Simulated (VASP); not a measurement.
Set up this calculation in VASP 6.6.1, as the native input.

```yaml
Task: single point
Functional: PBE
Potentials_or_basis: VASP PAW PBE potentials, release 64 (Mn_pv)
Cutoff: 520 eV
k_mesh: 12 × 12 × 7
Occupations: fermi-dirac, width 0.05 eV
Spin: collinear spin, ferromagnetic start
Starting_moments: "[4.8, 4.8] μB"
Fixed_moment: 9.6 μB
Dipole_correction: no
Further_INCAR_settings: ALGO = Normal; EDIFF = 1e-06; NBANDS = 24
```

The structure of Mn lies in POSCAR:

```
Mn
1.0
    2.4836457705      0.0000000000      0.0000000000
   -1.2418228853      2.1509003313      0.0000000000
    0.0000000000      0.0000000000      4.0261950000
Mn
2
Direct
    0.3333333333      0.6666666667      0.2500000000
    0.6666666667      0.3333333333      0.7500000000
```

These files were run (other wordings do the same):

INCAR

```
ALGO = Normal ; EDIFF = 1E-6
ENCUT = 520 ; GGA = PE
ISIF = 2 ; ISMEAR = -1
ISPIN = 2 ; LASPH = True
LCHARG = True ; LELF = True
LMAXMIX = 4 ; LORBIT = 11
LREAL = False ; LVHAR = True
LWAVE = False ; MAGMOM = 4.8 4.8
NBANDS = 24 ; NELM = 150
NUPDOWN = 9.6 ; PREC = Accurate
SIGMA = 0.05
```

KPOINTS

```
k-points
0
Gamma
  12 12 7
```

Potentials or basis: VASP PAW PBE potentials, release 64 (Mn_pv).

Launch:

```sh
$ cat potpaw_PBE.64/Mn_pv/POTCAR > POTCAR
$ mpirun -np 1 vasp_std > vasp.out
```

It gave:

The pressure is 157.6 GPa. The net moment is 9.60 μB per cell and the site moments are Mn +4.45 μB. The valence electrons inside the program's atomic spheres are Mn 12.04.

Caveat: the total moment is fixed, so each spin has its own Fermi level.

Wall time 36 s on 1 thread of AMD EPYC 9R14 (Zen 4) (shared host), peak memory 0.14 GiB.
